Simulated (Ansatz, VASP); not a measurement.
Two plane-wave programs on SnO2

The input POSCAR:

```
SnO2
1.0
    4.7602164773      0.0000000000      0.0000000000
    0.0000000000      4.7602164773      0.0000000000
    0.0000000000      0.0000000000      3.2005650988
Sn O
2 4
Direct
    0.0000000000      0.0000000000      0.0312444824
    0.5000000000      0.5000000000      0.5000000000
    0.3058934984      0.3058934984      0.0000000000
    0.1941065016      0.8058934984      0.5000000000
    0.6941065016      0.6941065016      0.0000000000
    0.8058934984      0.1941065016      0.5000000000
```

INCAR.step1

```
SYSTEM = SnO2
PREC = Accurate ; ENCUT = 520
ISMEAR = 0 ; SIGMA = 0.05
LREAL = .False. ; LASPH = .True.
NELM = 100 ; NBANDS = 35
GGA = PE ; ALGO = Normal
EDIFF = 1E-4 ; LWAVE = .True.
LCHARG = .False.
```

The input INCAR.step2:

```
SYSTEM = SnO2
PREC = Accurate ; ENCUT = 520
EDIFF = 1E-7 ; ISMEAR = 0
SIGMA = 0.05 ; LREAL = .False.
LASPH = .True. ; NELM = 100
ALGO = Normal ; ISIF = 2
LWAVE = .False. ; LCHARG = .True.
METAGGA = R2SCAN ; LMIXTAU = .True.
LELF = .True. ; LVHAR = .True.
NBANDS = 35 ; ISTART = 1
```

File KPOINTS:

```
regular mesh
0
Gamma
  6 6 8
  0 0 0
```

Input for Ansatz:

```yaml
crystal:
  lattice:
    - [4.7602164794, 0.0, 0.0]
    - [0.0, 4.7602164794, 0.0]
    - [0.0, 0.0, 3.2005650981]
  atoms:
    - { symbol: Sn, position: [0.0, 0.0, 0.0312444824] }
    - { symbol: Sn, position: [0.5, 0.5, 0.5] }
    - { symbol: O, position: [0.3058934983, 0.3058934983, 0.0] }
    - { symbol: O, position: [0.1941065017, 0.8058934983, 0.5] }
    - { symbol: O, position: [0.6941065017, 0.6941065017, 0.0] }
    - { symbol: O, position: [0.8058934983, 0.1941065017, 0.5] }
basis:
  ecutwfc: 500
kpoints:
  mp_grid: { grid: [6, 6, 8] }
hamiltonian:
  xc: r2scan
scf:
  occupations: { method: gaussian, width: 0.05 }
output:
  forces: true
  stress: true
  eigenvalues: true
```

Alike in both runs: task single point; functional r2SCAN; k mesh 6 × 6 × 8; occupations gaussian, width 0.05 eV; no spin polarisation.

```csv
,VASP,Ansatz
version,VASP 6.6.1,Ansatz 0.2.0
potentials or method,"VASP PAW PBE potentials, release 64 (Sn_d, O), cutoff 520 eV","scalar-relativistic, plane waves, PAW"
valence electrons in the cell,52,52
```

|  | VASP | Ansatz | Ansatz less VASP |
| --- | --- | --- | --- |
| gap on the k mesh at the Fermi level (eV) | 1.79 | 1.77 | -0.024 |
| least direct gap on the mesh (eV) | 1.79 | 1.77 | -0.024 |
| pressure (GPa) | 1.9 | 0.8 | -1.12 |
| traceless stress, the component that is largest in VASP (GPa) | -0.80 | -0.78 | +0.023 |
| rms of the force components (eV/Å) | 0.606 | 0.579 | -0.0266 |

VASP's potentials were made for PBE, not for r2SCAN. Atom by atom the forces differ by 0.030 eV/Å (rms over components). With one functional, cell and mesh, what is left measures potentials, basis and numerics.
